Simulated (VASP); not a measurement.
# TiO2 (Rutile) (P4_2/mnm) in VASP: a series of runs

The runs below take TiO2 (Rutile) through single point, relaxation of shape and atoms at fixed volume, with PBE.

Program: VASP 6.6.1. These are calculated values, not measurements. Logs are shortened: lines on timing, memory, paths and dates and some standing lists are left out, and cuts for length are marked.

**The experiment to reproduce.**

“Shallow Valence Band of Rutile GeO2 and P-type Doping”, 2020, arxiv:2011.08928 quotes, for a bulk crystal of TiO2 at 1.6 K: band gap 3.03 eV (direct).

How close the calculation comes is told below.

## 1. The cell of the first run

Symmetry: P4_2/mnm, No. 136, tetragonal system. The conventional cell has a = 4.643 Å, b = 4.643 Å, c = 2.964 Å, α = 90.00°, β = 90.00°, γ = 90.00°. Ti (site symmetry mmm) has 6 O at 1.96 to 2.00 Å within 2.6 Å. Within 2.6 Å of O (site symmetry m2m) lie 3 Ti at 1.96 to 2.00 Å and 1 O at 2.56 Å.

## 2. Single point, PBE

File INCAR:

```
ALGO = Normal
EDIFF = 1E-6
ENCUT = 600
GGA = PE
GGA_COMPAT = F
ISIF = 2
ISMEAR = 0
LASPH = T
LCHARG = F
LREAL = F
LWAVE = F
NBANDS = 33
NELM = 120
PREC = Accurate
SIGMA = 0.01
```

File KPOINTS:

```
k-points
0
Gamma
  6 6 10
```

File POSCAR:

```
TiO2
1.0
    4.6432750094      0.0000000000      0.0000000000
    0.0000000000      4.6432750094      0.0000000000
    0.0000000000      0.0000000000      2.9638820250
Ti O
2 4
Direct
    0.0000000000      0.0000000000      0.0000000000
    0.5000000000      0.5000000000      0.5000000000
    0.3051282522      0.3051282522      0.0000000000
    0.1948717478      0.8051282522      0.5000000000
    0.6948717478      0.6948717478      0.0000000000
    0.8051282522      0.1948717478      0.5000000000
```

Potentials or basis: VASP PAW PBE potentials, release 64 (Ti_sv, O).

Launch:

```bash
$ cat potpaw_PBE.64/Ti_sv/POTCAR potpaw_PBE.64/O/POTCAR > POTCAR
$ mpirun -np 1 vasp_std > vasp.out
```

OUTCAR:

```text
EDIFF = 1E-6
   ENCUT = 600
   GGA = PE
   ISIF = 2
   ISMEAR = 0
   LASPH = T
   LREAL = F
   NELM = 120
   PREC = Accurate

 ion  position               nearest neighbor table
   1  0.000  0.000  0.000-   4 1.96   6 1.96   4 1.96   6 1.96   5 2.00   3 2.00
   2  0.500  0.500  0.500-   3 1.96   5 1.96   3 1.96   5 1.96   4 2.00   6 2.00
   3  0.305  0.305  0.000-   2 1.96   2 1.96   1 2.00
   4  0.195  0.805  0.500-   1 1.96   1 1.96   2 2.00
   5  0.695  0.695  0.000-   2 1.96   2 1.96   1 2.00
   6  0.805  0.195  0.500-   1 1.96   1 1.96   2 2.00

  LATTYP: Found a simple tetragonal cell.
 ALAT       =     4.6432750094
 C/A-ratio  =     0.6383171402

  Lattice vectors:

 A1 = (   4.6432750094,   0.0000000000,   0.0000000000)
 A2 = (   0.0000000000,   4.6432750094,   0.0000000000)
 A3 = (   0.0000000000,   0.0000000000,   2.9638820250)

Analysis of symmetry for initial positions (statically):
=====================================================================
 Subroutine PRICEL returns:
 Original cell was already a primitive cell.

 Routine SETGRP: Setting up the symmetry group for a
 simple tetragonal supercell.

 Subroutine GETGRP returns: Found 16 space group operations
 (whereof  8 operations were pure point group operations)
 out of a pool of 16 trial point group operations.

The static configuration has the point symmetry D_2h.
 The point group associated with its full space group is D_4h.

Analysis of symmetry for dynamics (positions and initial velocities):
=====================================================================
 Subroutine PRICEL returns:
 Original cell was already a primitive cell.

 Routine SETGRP: Setting up the symmetry group for a
 simple tetragonal supercell.

 Subroutine GETGRP returns: Found 16 space group operations
 (whereof  8 operations were pure point group operations)
 out of a pool of 16 trial point group operations.

The dynamic configuration has the point symmetry D_2h.
 The point group associated with its full space group is D_4h.

 Subroutine INISYM returns: Found 16 space group operations
 (whereof  8 operations are pure point group operations),
 and found     1 'primitive' translations

----------------------------------------------------------------------------------------

                                     Primitive cell

  volume of cell :      63.9013

  direct lattice vectors                    reciprocal lattice vectors
     4.643275009  0.000000000  0.000000000     0.215365232  0.000000000  0.000000000
     0.000000000  4.643275009  0.000000000     0.000000000  0.215365232  0.000000000
     0.000000000  0.000000000  2.963882025     0.000000000  0.000000000  0.337395346

  length of vectors
     4.643275009  4.643275009  2.963882025     0.215365232  0.215365232  0.337395346

  position of ions in fractional coordinates (direct lattice)
     0.000000000  0.000000000  0.000000000
     0.500000000  0.500000000  0.500000000
     0.305128252  0.305128252  0.000000000
     0.194871748  0.805128252  0.500000000
     0.694871748  0.694871748  0.000000000
     0.805128252  0.194871748  0.500000000

  ion indices of the primitive-cell ions
   primitive index   ion index
                 1           1
                 2           2
                 3           3
                 4           4
                 5           5
                 6           6

----------------------------------------------------------------------------------------

 KPOINTS: k-points

Automatic generation of k-mesh.
 Grid dimensions read from file:
 generate k-points for:    6    6   10

 Generating k-lattice:

  Cartesian coordinates                     Fractional coordinates (reciprocal lattice)
     0.035894205  0.000000000  0.000000000     0.166666667  0.000000000  0.000000000
     0.000000000  0.035894205  0.000000000     0.000000000  0.166666667  0.000000000
     0.000000000  0.000000000  0.033739535     0.000000000  0.000000000  0.100000000

  Length of vectors
     0.035894205  0.035894205  0.033739535

  Shift w.r.t. Gamma in fractional coordinates (k-lattice)
     0.000000000  0.000000000  0.000000000

 Subroutine IBZKPT returns following result:
 ===========================================

 Found     60 irreducible k-points:

 Following reciprocal coordinates:
            Coordinates               Weight
  0.000000  0.000000  0.000000      1.000000
  0.166667  0.000000  0.000000      4.000000
  0.333333  0.000000  0.000000      4.000000
  0.500000  0.000000  0.000000      2.000000
  0.166667  0.166667  0.000000      4.000000
  0.333333  0.166667  0.000000      8.000000
[... 16 lines left out ...]
  0.333333  0.000000  0.200000      8.000000
  0.500000  0.000000  0.200000      4.000000
 [... further k-points ...]
   k-points           NKPTS =     60   k-points in BZ     NKDIM =     60   number of bands    NBANDS=     33
   number of dos      NEDOS =    301   number of ions     NIONS =      6
   total plane-waves  NPLWV =  38400
   dimension x,y,z NGX =    40 NGY =   40 NGZ =   24
   dimension x,y,z NGXF=    80 NGYF=   80 NGZF=   48
   ions per type =               2   4
   NGX,Y,Z   is equivalent  to a cutoff of  14.32, 14.32, 13.46 a.u.
   NGXF,Y,Z  is equivalent  to a cutoff of  28.64, 28.64, 26.92 a.u.
 SYSTEM =  unknown system
   PREC   = accura    normal or accurate (medium, high low for compatibility)
   ISTART =      0    job   : 0-new  1-cont  2-samecut
   ICHARG =      2    charge: 1-file 2-atom 10-const
   ISPIN  =      1    spin polarized calculation?
   LNONCOLLINEAR =      F non collinear calculations
   LSORBIT =      F    spin-orbit coupling
   LASPH  =      T    aspherical Exc in radial PAW
   ENCUT  =  600.0 eV  44.10 Ry    6.64 a.u.   9.27  9.27  5.92*2*pi/ulx,y,z
   NELM   =    120;   NELMIN=  2; NELMDL= -5     # of ELM steps
   EDIFF  = 0.1E-05   stopping-criterion for ELM
   LREAL  =      F    real-space projection
   EDIFFG = 0.1E-04   stopping-criterion for IOM
   NSW    =      0    number of steps for IOM
   IBRION =     -1    ionic relax: 0-MD 1-quasi-New 2-CG
   NFREE  =      0    steps in history (QN), initial steepest desc. (CG)
   ISIF   =      2    stress and relaxation
   ISYM   =      2    0-nonsym 1-usesym 2-fastsym
   POTIM  = 0.5000    time-step for ionic-motion
   TEBEG  =    0.0;   TEEND  =   0.0 temperature during run
   PSTRESS=    0.0 pullay stress
   NELECT =      48.0000    total number of electrons
   NUPDOWN=      -1.0000    fix difference up-down
   EMIN   =  10.00;   EMAX   =-10.00  energy-range for DOS
   EFERMI =   0.00;   METHOD = LEGACY
   ISMEAR =     0;   SIGMA  =   0.01  broadening in eV -4-tet -1-fermi 0-gaus
   EFERMI_NEDOS =   21; number of points for ismear=-14 and -15
   IALGO  =     38    algorithm
   IMIX   =      4    mixing-type and parameters
     AMIX     =   0.40;   BMIX     =  1.00
     AMIX_MAG =   1.60;   BMIX_MAG =  1.00
  volume/ion in A,a.u.               =      10.65        71.87
  Fermi-wavevector in a.u.,A,eV,Ry     =   1.488168  2.812230 30.132066  2.214644
  Thomas-Fermi vector in A             =   2.601237
   LORBIT       =      0    0 simple, 1 ext, 2 COOP (PROOUT), +10 PAW based schemes
   GGA     = PE    functional components
   LHFCALC =     F    Hartree Fock is set to
   AEXX    =    0.0000 exact exchange contribution
   IVDW    =     0    specifies the selected vdW correction
   LEPSILON=     F    determine dielectric tensor
   LRPA    =     F    only Hartree local field effects (RPA)
 non-spin polarized calculation
 Gauss-broadening in eV      SIGMA  =   0.01
  energy-cutoff  :      600.00
  volume of cell :       63.90
 maximum number of plane-waves:      2158
 NGX is ok and might be reduce to    40
   NGX = 19   NGY = 19   NGZ = 11

 number of electron      47.9999980 magnetization

 Free energy of the ion-electron system (eV)
  ---------------------------------------------------
  ext. energy  EPLUGINS =         0.00000000
  ---------------------------------------------------
  free energy    TOTEN  =       -53.68460246 eV

  energy without entropy =      -53.68460246  energy(sigma->0) =      -53.68460246

 E-fermi :   4.6949     XC(G=0): -11.2846

 val. band max:        4.5752239463   @ k =   0.0000   0.0000   0.0000
 cond. band min:       6.4106371534   @ k =   0.0000   0.0000   0.0000
 fundamental gap:      1.8354132071
 Fermi energy:         4.6949237184

 k-point     1 :       0.0000    0.0000    0.0000
  band No.  band energies     occupation
      1     -52.3839      2.00000
      2     -52.3691      2.00000
      3     -28.6710      2.00000
      4     -28.6710      2.00000
      5     -28.5211      2.00000
      6     -28.5211      2.00000
[... 25 lines left out ...]
     32      11.0460      0.00000
     33      11.0461      0.00000

 k-point     2 :       0.1667    0.0000    0.0000
  band No.  band energies     occupation
      1     -52.3830      2.00000
      2     -52.3701      2.00000
      3     -28.6633      2.00000
      4     -28.6626      2.00000
      5     -28.5305      2.00000
      6     -28.5298      2.00000
[... 25 lines left out ...]
     32      10.9602      0.00000
     33      10.9779      0.00000

 k-point     3 :       0.3333    0.0000    0.0000
  band No.  band energies     occupation
      1     -52.3802      2.00000
      2     -52.3728      2.00000
      3     -28.6430      2.00000
      4     -28.6412      2.00000
      5     -28.5536      2.00000
      6     -28.5518      2.00000
[... 25 lines left out ...]
     32      10.7890      0.00000
     33      10.8228      0.00000

 k-point     4 :       0.5000    0.0000    0.0000
  band No.  band energies     occupation
      1     -52.3765      2.00000
      2     -52.3765      2.00000
      3     -28.6260      2.00000
      4     -28.6260      2.00000
      5     -28.5696      2.00000
      6     -28.5696      2.00000
[... 25 lines left out ...]
     32      10.4530      0.00000
     33      10.7187      0.00000

 k-point     5 :       0.1667    0.1667    0.0000
  band No.  band energies     occupation
      1     -52.3821      2.00000
      2     -52.3710      2.00000
      3     -28.6737      2.00000
      4     -28.6401      2.00000
      5     -28.5542      2.00000
      6     -28.5195      2.00000
[... 604 lines left out ...]
 k-point    22 :       0.1667    0.0000    0.2000
  band No.  band energies     occupation
      1     -52.3684      2.00000
      2     -52.3580      2.00000
      3     -28.6402      2.00000
      4     -28.6262      2.00000
      5     -28.6107      2.00000
      6     -28.6075      2.00000
[... 25 lines left out ...]
     32      10.3483      0.00000
     33      10.5628      0.00000

 k-point    23 :       0.3333    0.0000    0.2000
  band No.  band energies     occupation
      1     -52.3662      2.00000
      2     -52.3602      2.00000
      3     -28.6414      2.00000
      4     -28.6230      2.00000
      5     -28.6047      2.00000
      6     -28.5920      2.00000
[... 25 lines left out ...]
     32       9.9590      0.00000
     33      10.5634      0.00000

 k-point    24 :       0.5000    0.0000    0.2000
  band No.  band energies     occupation
      1     -52.3632      2.00000
      2     -52.3632      2.00000
      3     -28.6340      2.00000
      4     -28.6340      2.00000
      5     -28.5883      2.00000
      6     -28.5883      2.00000
[... 25 lines left out ...]
     32       9.7608      0.00000
     33      10.9131      0.00000

 [... further k-points ...]
[... 5 lines left out ...]
  --------------------------------------------------------------------------------------
  -------------------------------------------------------------------------------------
  Total        0.1329357      0.1329357      0.2508248      0.0000000      0.0000000      0.0000000
  in kB        3.3330550      3.3330550      6.2888515      0.0000000      0.0000000      0.0000000
  external PRESSURE =       4.3183205 kB  Pullay stress =       0.0000000 kB

 VOLUME and BASIS-vectors are now :
 -----------------------------------------------------------------------------
  energy-cutoff  :      600.00
  volume of cell :       63.90
      direct lattice vectors                 reciprocal lattice vectors
     4.643275009  0.000000000  0.000000000     0.215365232  0.000000000  0.000000000
     0.000000000  4.643275009  0.000000000     0.000000000  0.215365232  0.000000000
     0.000000000  0.000000000  2.963882025     0.000000000  0.000000000  0.337395346

 POSITION                                       TOTAL-FORCE (eV/Angst)
 -----------------------------------------------------------------------------------
      0.00000      0.00000      0.00000         0.000000     -0.000000      0.000000
      2.32164      2.32164      1.48194         0.000000     -0.000000      0.000000
      1.41679      1.41679      0.00000        -0.018955     -0.018955     -0.000000
      0.90484      3.73843      1.48194         0.018955     -0.018955      0.000000
      3.22648      3.22648      0.00000         0.018955      0.018955      0.000000
      3.73843      0.90484      1.48194        -0.018955      0.018955      0.000000
 -----------------------------------------------------------------------------------
    total drift:                                0.000000     -0.000000     -0.000000

  FREE ENERGIE OF THE ION-ELECTRON SYSTEM (eV)
  ---------------------------------------------------
  free  energy   TOTEN  =       -53.6846024585 eV

  energy  without entropy=      -53.6846024585  energy(sigma->0) =      -53.68460246
```

It took 2.2 min on 1 thread of AMD EPYC 7R13 (Zen 3), shared host; peak memory 0.23 GiB.

What came out:

| Quantity | Value |
| --- | --- |
| Free energy | -53.6846 eV |
| Pressure | 0.4 GPa |
| Largest force | 0.027 eV/Å |
| Band gap on the k mesh | 1.84 eV, direct |

Forces on the atoms (eV/Å):
```
Ti   0.000  0.000  0.000
Ti   0.000  0.000  0.000
O   -0.019 -0.019  0.000
O    0.019 -0.019  0.000
O    0.019  0.019  0.000
O   -0.019  0.019  0.000
```

Stress tensor (GPa, compression positive):
```
0.33 0.00 0.00
0.00 0.33 0.00
0.00 0.00 0.63
```

## 3. Relaxation of shape and atoms at fixed volume, PBE (volume scaled by 0.88)

File INCAR:

```
SYSTEM = TiO2
  PREC = Accurate
  ENCUT = 600
  EDIFF = 1E-7
  ISMEAR = 0
  SIGMA = 0.02
  LREAL = .FALSE.
  LASPH = .TRUE.
  NELM = 100
  ALGO = Normal
  ISIF = 4
  LWAVE = .FALSE.
  LCHARG = .FALSE.
  GGA = PE
  IBRION = 2
  NSW = 50
  EDIFFG = -0.01
```

File KPOINTS:

```
Automatic mesh
0
G
  6 6 10
  0 0 0
```

File POSCAR:

```
TiO2
1.0
    4.4222292718      0.0000000000      0.0000000000
    0.0000000000      4.4222292718      0.0000000000
    0.0000000000      0.0000000000      2.8754769302
Ti O
2 4
Direct
    0.0000000000      0.0000000000      0.0000000000
    0.5000000000      0.5000000000      0.5000000000
    0.3023181845      0.3023181845      0.0000000000
    0.1976818155      0.8023181845      0.5000000000
    0.6976818155      0.6976818155      0.0000000000
    0.8023181845      0.1976818155      0.5000000000
```

Potentials or basis: VASP PAW PBE potentials, release 64 (Ti_sv, O).

Launch:

```bash
$ cat potpaw_PBE.64/Ti_sv/POTCAR potpaw_PBE.64/O/POTCAR > POTCAR
$ mpirun -np 1 vasp_std > vasp.out
```

Wall time 6.5 min (1 thread of Intel Xeon 8259CL, shared host); peak memory 0.24 GiB.

The run converged. Its results:

```yaml
Free_energy: -52.8862 eV
Energy_gained_by_relaxing: 0.5 meV/atom
Ionic_steps: 4
Pressure_after_relaxing: 36.2 GPa
Largest_force_after_relaxing: 0.005 eV/Å
Band_gap_on_the_k_mesh: 1.99 eV, direct
```

Forces in eV/Å, atoms in the order of the input:
```
Ti   0.000  0.000  0.000
Ti   0.000  0.000  0.000
O    0.004  0.004  0.000
O   -0.004  0.004  0.000
O   -0.004 -0.004  0.000
O    0.004 -0.004  0.000
```

Stress tensor (GPa, compression positive):
```
36.14  0.00  0.00
 0.00 36.14  0.00
 0.00  0.00 36.23
```

Step by step:
| step | energy change (eV) | largest force (eV/Å) | pressure (GPa) | volume (Å³) |
| --- | --- | --- | --- | --- |
| 1 | 0.0000 | 0.1474 | 36.60 | 56.23 |
| 2 | -0.0020 | 0.1121 | 36.00 | 56.23 |
| 3 | -0.0027 | 0.0231 | 36.19 | 56.23 |
| 4 | -0.0028 | 0.0051 | 36.17 | 56.23 |

Final structure:
```xyz
6
Lattice="4.4137 0.0000 0.0000 0.0000 4.4137 0.0000 0.0000 0.0000 2.8866" Properties=species:S:1:pos:R:3 pbc="T T T"
Ti    0.0000    0.0000    0.0000
Ti    2.2068    2.2068    1.4433
O     1.3317    1.3317    0.0000
O     0.8752    3.5385    1.4433
O     3.0820    3.0820    2.8866
O     3.5385    0.8752    1.4433
```

Levels at points of the mesh, in eV from the valence-band top:
| k point | band 21 | band 22 | band 23 | band 24 | band 25 | band 26 | band 27 | band 28 |
| --- | --- | --- | --- | --- | --- | --- | --- | --- |
| (0.00, 0.00, 0.00) | -0.79 | -0.51 | -0.51 | 0.00 | 1.99 | 2.31 | 2.55 | 2.71 |
| (0.50, 0.00, 0.00) | -1.94 | -1.94 | -0.87 | -0.87 | 2.79 | 2.79 | 3.43 | 3.43 |
| (0.50, 0.50, 0.00) | -1.47 | -1.47 | -1.15 | -1.15 | 2.04 | 2.04 | 2.74 | 2.74 |
| (0.00, 0.00, 0.50) | -2.90 | -2.90 | -1.51 | -1.51 | 3.40 | 3.40 | 3.49 | 3.49 |
| (0.50, 0.00, 0.50) | -2.27 | -2.27 | -1.24 | -1.24 | 2.06 | 2.06 | 3.52 | 3.52 |
| (0.50, 0.50, 0.50) | -1.60 | -1.60 | -0.68 | -0.68 | 2.90 | 2.90 | 3.52 | 3.52 |

Caveat: the cell differs from its parent crystal (volume scaled by 0.88).

(Part 1 of 2 ends here.)
